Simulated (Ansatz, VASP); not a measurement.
# Ga in VASP and in Ansatz

INCAR

```
SYSTEM = Ga
  ALGO = Normal
  EDIFF = 1E-7
  ENCUT = 520
  GGA = PE
  ISIF = 2
  ISMEAR = -1
  LASPH = .True.
  LCHARG = .False.
  LREAL = .False.
  LWAVE = .False.
  NBANDS = 20
  NELM = 100
  PREC = Accurate
  SIGMA = 0.03
```

Contents of KPOINTS:

```
k-points
0
Gamma
  14 14 11
  0 0 0
```

File POSCAR:

```
Ga
1.0
    1.4056761615     -4.0925199307      0.0000000000
    1.4056761615      4.0925199307      0.0000000000
   -0.1193757521      0.0000000000      3.3845287204
Ga
2
Direct
    0.8690000000      0.1310000000      0.2500000000
    0.1310000000      0.8690000000      0.7500000000
```

Input for Ansatz:

```yaml
crystal:
  lattice:
    - [1.4056761615, -4.0925199307, 0.0]
    - [1.4056761615, 4.0925199307, 0.0]
    - [-0.1193757521, 0.0, 3.3845287204]
  atoms:
    - { symbol: Ga, position: [0.869, 0.131, 0.25] }
    - { symbol: Ga, position: [0.131, 0.869, 0.75] }
kpoints:
  mp_grid: { grid: [14, 14, 11] }
scf:
  occupations: { method: fermi_dirac, width: 0.03 }
hamiltonian:
  xc: pbe
  pseudopotentials: { kind: all_electron, lapw: { basis_error: 0.0005 } }
output:
  forces: true
  stress: true
  eigenvalues: true
```

Change from the starting cell: volume scaled by 1.05.

Alike in both runs: task single point; functional PBE; k mesh 14 × 14 × 11; occupations fermi-dirac, width 0.03 eV; no spin polarisation.

```csv
,VASP,Ansatz
version,VASP 6.6.1,Ansatz 0.2.0
potentials or method,"VASP PAW PBE potentials, release 64 (Ga_d), cutoff 520 eV","all-electron LAPW, scalar-relativistic"
```

Ansatz gave:

| Property | Result |
| --- | --- |
| pressure (GPa) | -0.7 |
| traceless stress, the component that is largest in VASP (GPa) | -0.16 |
| rms of the force components (eV/Å) | 0.093 |

Question: Estimate VASP's values.

Answer: Pressure (GPa): -0.7; traceless stress, the component that is largest in VASP (GPa): -0.18; rms of the force components (eV/Å): 0.094.

Atom by atom the forces differ by 0.001 eV/Å (rms over components). Ansatz ran all-electron here, and VASP with PAW potentials.
